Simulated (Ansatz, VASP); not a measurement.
# Two plane-wave programs on Sn2F

```xyz
3
Lattice="5.0107 0.0000 0.0000 -2.5053 4.3394 0.0000 0.0000 0.0000 3.1386" Properties=species:S:1:pos:R:3 pbc="T T T"
Sn    0.0000    2.8929    0.0000
Sn    2.5053    1.4465    0.0000
F     0.0000    0.0000    0.0000
```

Alike in both runs: functional PBE; k mesh 12 × 12 × 14; occupations gaussian, width 0.1 eV; no spin polarisation.

Ansatz relaxed the structure, and its values are those at the end. VASP's run is a single point on that final structure, the one shown.

|  | VASP | Ansatz |
| --- | --- | --- |
| version | VASP 6.6.1 | Ansatz 0.2.0 |
| potentials or method | VASP PAW PBE potentials, release 64 (Sn_d, F), cutoff 520 eV | scalar-relativistic, plane waves, PAW |
| valence electrons in the cell | 35 | 35 |

```csv
,VASP,Ansatz,Ansatz less VASP
gap on the k mesh at the Fermi level (eV),none,none,-
pressure (GPa),-0.2,0.0,+0.14
```

A gap of «none» marks a metal or a gap that the smearing closes.
